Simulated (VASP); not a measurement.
# SrO (Fm-3m) in VASP: single point with LDA

Aim: the single point of SrO with LDA.

Program: VASP 6.6.1. These are calculated values, not measurements. Logs are shortened: lines on timing, memory, paths and dates and some standing lists are left out, and cuts for length are marked.

**1. The cell of the first run**

The structure is cubic, space group Fm-3m (No. 225). Conventional cell: a = 5.140 Å, b = 5.140 Å, c = 5.140 Å, α = 90.00°, β = 90.00°, γ = 90.00°. Within 3.4 Å of Sr (site symmetry m-3m) lie 6 O at 2.57 Å. Within 3.4 Å of O (site symmetry m-3m) lie 6 Sr at 2.57 Å.

**2. Single point, LDA**

INCAR

```
ALGO     = Normal         # electronic algorithm
EDIFF    = 1E-6           # SCF threshold, eV
ENCUT    = 520            # plane-wave cutoff, eV
GGA      = CA             # functional
ISIF     = 2              # what is computed and relaxed
ISMEAR   = 0              # smearing method
LASPH    = T              # aspherical terms in the spheres
LCHARG   = T              # write CHGCAR
LELF     = T              # ELF
LREAL    = F              # projectors in reciprocal space
LVHAR    = T            
LWAVE    = F              # write WAVECAR
NBANDS   = 15             # bands
NELM     = 100            # most SCF steps
PREC     = Accurate       # precision mode
SIGMA    = 0.05           # smearing width, eV
```

KPOINTS

```
k-points
0
Gamma
  8 8 8
```

POSCAR

```
SrO
1.0
    0.0000000000      2.5698000000      2.5698000000
    2.5698000000      0.0000000000      2.5698000000
    2.5698000000      2.5698000000      0.0000000000
Sr O
1 1
Direct
    0.0000000000      0.0000000000      0.0000000000
    0.5000000000      0.5000000000      0.5000000000
```

Potentials or basis: VASP PAW LDA potentials, release 64 (Sr_sv, O).

Launch:

```sh
$ cat potpaw_LDA.64/Sr_sv/POTCAR potpaw_LDA.64/O/POTCAR > POTCAR
$ mpirun -np 1 vasp_std > vasp.out
```

OUTCAR:

```text
EDIFF = 1E-6
   ENCUT = 520
   GGA = CA
   ISIF = 2
   ISMEAR = 0
   LASPH = T
   LREAL = F
   NELM = 100
   PREC = Accurate

 ion  position               nearest neighbor table
   1  0.000  0.000  0.000-   2 2.57   2 2.57   2 2.57   2 2.57   2 2.57   2 2.57
   2  0.500  0.500  0.500-   1 2.57   1 2.57   1 2.57   1 2.57   1 2.57   1 2.57

  LATTYP: Found a face centered cubic cell.
 ALAT       =     5.1396000000

  Lattice vectors:

 A1 = (   0.0000000000,   2.5698000000,   2.5698000000)
 A2 = (   2.5698000000,   0.0000000000,   2.5698000000)
 A3 = (   2.5698000000,   2.5698000000,   0.0000000000)

Analysis of symmetry for initial positions (statically):
=====================================================================
 Subroutine PRICEL returns:
 Original cell was already a primitive cell.

 Routine SETGRP: Setting up the symmetry group for a
 face centered cubic supercell.

 Subroutine GETGRP returns: Found 48 space group operations
 (whereof 48 operations were pure point group operations)
 out of a pool of 48 trial point group operations.

The static configuration has the point symmetry O_h .

Analysis of symmetry for dynamics (positions and initial velocities):
=====================================================================
 Subroutine PRICEL returns:
 Original cell was already a primitive cell.

 Routine SETGRP: Setting up the symmetry group for a
 face centered cubic supercell.

 Subroutine GETGRP returns: Found 48 space group operations
 (whereof 48 operations were pure point group operations)
 out of a pool of 48 trial point group operations.

The dynamic configuration has the point symmetry O_h .

 Subroutine INISYM returns: Found 48 space group operations
 (whereof 48 operations are pure point group operations),
 and found     1 'primitive' translations

----------------------------------------------------------------------------------------

                                     Primitive cell

  volume of cell :      33.9413

  direct lattice vectors                    reciprocal lattice vectors
     0.000000000  2.569800000  2.569800000    -0.194567671  0.194567671  0.194567671
     2.569800000  0.000000000  2.569800000     0.194567671 -0.194567671  0.194567671
     2.569800000  2.569800000  0.000000000     0.194567671  0.194567671 -0.194567671

  length of vectors
     3.634246013  3.634246013  3.634246013     0.337001091  0.337001091  0.337001091

  position of ions in fractional coordinates (direct lattice)
     0.000000000  0.000000000  0.000000000
[... 83 lines left out ...]
   NFREE  =      0    steps in history (QN), initial steepest desc. (CG)
   ISIF   =      2    stress and relaxation
   ISYM   =      2    0-nonsym 1-usesym 2-fastsym
   POTIM  = 0.5000    time-step for ionic-motion
   TEBEG  =    0.0;   TEEND  =   0.0 temperature during run
   PSTRESS=    0.0 pullay stress
   NELECT =      16.0000    total number of electrons
   NUPDOWN=      -1.0000    fix difference up-down
   EMIN   =  10.00;   EMAX   =-10.00  energy-range for DOS
   EFERMI =   0.00;   METHOD = LEGACY
   ISMEAR =     0;   SIGMA  =   0.05  broadening in eV -4-tet -1-fermi 0-gaus
   EFERMI_NEDOS =   21; number of points for ismear=-14 and -15
   IALGO  =     38    algorithm
   IMIX   =      4    mixing-type and parameters
     AMIX     =   0.40;   BMIX     =  1.00
     AMIX_MAG =   1.60;   BMIX_MAG =  1.00
  volume/ion in A,a.u.               =      16.97       114.52
  Fermi-wavevector in a.u.,A,eV,Ry     =   1.274106  2.407711 22.086959  1.623346
  Thomas-Fermi vector in A             =   2.406892
   LORBIT       =      0    0 simple, 1 ext, 2 COOP (PROOUT), +10 PAW based schemes
   GGA     = CA    functional components
   LHFCALC =     F    Hartree Fock is set to
   AEXX    =    0.0000 exact exchange contribution
   IVDW    =     0    specifies the selected vdW correction
   LEPSILON=     F    determine dielectric tensor
   LRPA    =     F    only Hartree local field effects (RPA)
 non-spin polarized calculation
 Gauss-broadening in eV      SIGMA  =   0.05
  energy-cutoff  :      520.00
  volume of cell :       33.94
 maximum number of plane-waves:       941
   NGX = 13   NGY = 13   NGZ = 13

 number of electron      15.9999997 magnetization

 Free energy of the ion-electron system (eV)
  ---------------------------------------------------
  ext. energy  EPLUGINS =         0.00000000
  ---------------------------------------------------
  free energy    TOTEN  =       -13.37482338 eV

  energy without entropy =      -13.37482338  energy(sigma->0) =      -13.37482338

 E-fermi :   1.5711     XC(G=0): -10.5340

 val. band max:        1.3498722030   @ k =   0.0000   0.0000   0.0000
 cond. band min:       4.4483598527   @ k =   0.5000   0.5000   0.0000
 fundamental gap:      3.0984876497
 Fermi energy:         1.5711409585

 k-point     1 :       0.0000    0.0000    0.0000
  band No.  band energies     occupation
      1     -30.7296      2.00000
      2     -13.4122      2.00000
      3     -12.4545      2.00000
      4     -12.4545      2.00000
      5     -12.4545      2.00000
      6       1.3499      2.00000
      7       1.3499      2.00000
      8       1.3499      2.00000
      9       5.1603      0.00000
     10       7.4571      0.00000
     11       7.4571      0.00000
     12       7.4571      0.00000
     13       9.6843      0.00000
     14       9.6843      0.00000
[... 401 lines left out ...]
      2     -14.7152      2.00000
      3     -12.8647      2.00000
      4     -12.6942      2.00000
      5     -11.5326      2.00000
      6      -0.2751      2.00000
      7       0.4697      2.00000
      8       0.5510      2.00000
      9       7.6074      0.00000
     10       7.9606      0.00000
     11      10.6300      0.00000
     12      10.8190      0.00000
     13      12.9757      0.00000
     14      14.2297      0.00000
     15      14.4982      0.00000

 [... further k-points ...]
[... 5 lines left out ...]
  --------------------------------------------------------------------------------------
  -------------------------------------------------------------------------------------
  Total       -0.7398246     -0.7398246     -0.7398246     -0.0000000     -0.0000000      0.0000000
  in kB      -34.9229850    -34.9229850    -34.9229850     -0.0000000     -0.0000000      0.0000000
  external PRESSURE =     -34.9229850 kB  Pullay stress =       0.0000000 kB

 VOLUME and BASIS-vectors are now :
 -----------------------------------------------------------------------------
  energy-cutoff  :      520.00
  volume of cell :       33.94
      direct lattice vectors                 reciprocal lattice vectors
     0.000000000  2.569800000  2.569800000    -0.194567671  0.194567671  0.194567671
     2.569800000  0.000000000  2.569800000     0.194567671 -0.194567671  0.194567671
     2.569800000  2.569800000  0.000000000     0.194567671  0.194567671 -0.194567671

 POSITION                                       TOTAL-FORCE (eV/Angst)
 -----------------------------------------------------------------------------------
      0.00000      0.00000      0.00000        -0.000000     -0.000000     -0.000000
      2.56980      2.56980      2.56980         0.000000      0.000000      0.000000
 -----------------------------------------------------------------------------------
    total drift:                                0.000000      0.000000      0.000000

  FREE ENERGIE OF THE ION-ELECTRON SYSTEM (eV)
  ---------------------------------------------------
  free  energy   TOTEN  =       -13.3748233766 eV

  energy  without entropy=      -13.3748233766  energy(sigma->0) =      -13.37482338
```

OSZICAR:

```text
N       E                     dE             d eps       ncg     rms          rms(c)
DAV:   1     0.667931800931E+02    0.66793E+02   -0.84937E+03   870   0.105E+03
DAV:   2    -0.122689997309E+02   -0.79062E+02   -0.72188E+02  1200   0.221E+02
DAV:   3    -0.154844298523E+02   -0.32154E+01   -0.31966E+01  1060   0.404E+01
DAV:   4    -0.155559697540E+02   -0.71540E-01   -0.71528E-01  1089   0.599E+00
DAV:   5    -0.155576236723E+02   -0.16539E-02   -0.16539E-02  1076   0.706E-01    0.172E+01
DAV:   6    -0.136092543851E+02    0.19484E+01   -0.63901E+00   884   0.193E+01    0.209E+01
DAV:   7    -0.134238762666E+02    0.18538E+00   -0.34840E-01  1003   0.514E+00    0.115E+01
DAV:   8    -0.133738887602E+02    0.49988E-01   -0.13312E-01  1157   0.333E+00    0.128E+00
DAV:   9    -0.133749362244E+02   -0.10475E-02   -0.65432E-03  1259   0.472E-01    0.320E-01
DAV:  10    -0.133748120186E+02    0.12421E-03   -0.15577E-04  1017   0.133E-01    0.183E-01
DAV:  11    -0.133748213502E+02   -0.93316E-05   -0.83905E-05  1038   0.923E-02    0.203E-02
DAV:  12    -0.133748233525E+02   -0.20023E-05   -0.66209E-06  1018   0.189E-02    0.339E-03
DAV:  13    -0.133748233766E+02   -0.24096E-07   -0.29433E-07   477   0.488E-03
   1 F= -.13374823E+02 E0= -.13374823E+02  d E =-.516454E-12
```

stdout:

```text
POSCAR found type information on POSCAR SrO
 POSCAR found :  2 types and       2 ions
 scaLAPACK will be used
 LDA part: xc-table for (Slater(with rela. corr.)+CA(PZ))
 , standard interpolation
 POSCAR, INCAR and KPOINTS ok, starting setup
 FFT: planning ... GRIDC
 FFT: planning ... GRID_SOFT
 FFT: planning ... GRID
 WAVECAR not read
 entering main loop
```

It took 34 s on 1 thread of AMD EPYC 7R13, shared host; peak memory 0.12 GiB.

Results:

```yaml
Free_energy: -13.3748 eV
Pressure: -3.5 GPa
Band_gap_on_the_k_mesh: 3.10 eV, indirect (least direct gap 3.18 eV)
```
